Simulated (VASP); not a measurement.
**Hf4N: single point with PBE+D3(BJ)**

Hf4N, a slab with vacuum:

```
CELL_PARAMETERS angstrom
6.34235 0.00000 0.00000
0.00000 5.01676 0.00000
0.00000 0.00000 22.16652
ATOMIC_POSITIONS crystal
Hf 0.00000 0.75000 0.18045
Hf 0.50000 0.75000 0.18045
Hf 0.25000 0.25000 0.22175
Hf 0.75000 0.25000 0.22175
Hf 0.25000 0.75000 0.29648
Hf 0.75000 0.75000 0.29648
Hf 0.00000 0.25000 0.33684
Hf 0.50000 0.25000 0.33684
N 0.25000 0.25000 0.49924
N 0.25000 0.25000 0.54887
```

```json
{
 "Program": "VASP 6.6.1",
 "Task": "single point",
 "Functional": "PBE",
 "Dispersion": "D3(BJ)",
 "Potentials or basis": "VASP PAW PBE potentials, release 64 (Hf_pv, N)",
 "Cutoff": "520 eV",
 "k mesh": "4 × 6 × 1",
 "Occupations": "gaussian, width 0.1 eV",
 "Spin": "no spin polarisation"
}
```

```
Largest force              : 2.213 eV/Å
Band gap on the k mesh     : zero (bands 45 and 46 overlap by 0.46 eV)
Dispersion energy per atom : -0.208 eV
```

Forces in eV/Å, atoms in the order of the input:
```
Hf  -0.001  0.000  0.149
Hf   0.001  0.000  0.149
Hf   0.000  0.000 -0.095
Hf   0.000  0.000 -0.126
Hf   0.000  0.000 -0.063
Hf   0.000  0.000  0.021
Hf  -0.070  0.000  0.002
Hf   0.070  0.000  0.002
N    0.000  0.000 -2.213
N    0.000  0.000  2.174
```

Levels at points of the mesh, in eV from the Fermi level:
| k point | band 43 | band 44 | band 45 | band 46 | band 47 | band 48 |
| --- | --- | --- | --- | --- | --- | --- |
| (0.00, 0.00, 0.00) | -0.41 | -0.31 | 0.12 | 0.42 | 0.50 | 0.70 |
| (0.50, 0.00, 0.00) | -0.43 | -0.38 | -0.35 | -0.35 | -0.26 | 0.21 |
| (0.00, 0.50, 0.00) | -0.45 | -0.28 | -0.26 | 0.48 | 0.48 | 0.59 |
| (0.50, 0.50, 0.00) | -0.17 | -0.16 | -0.16 | 0.03 | 0.05 | 0.05 |

Run time: 13 min on 1 thread of Intel(R) Xeon(R) 6975P-C (Granite Rapids) (shared host), peak memory 0.84 GiB.

Caveat: the standard files for N, O and F lose accuracy on very short bonds; spin-orbit coupling is left out, which moves the levels of the heavy elements.
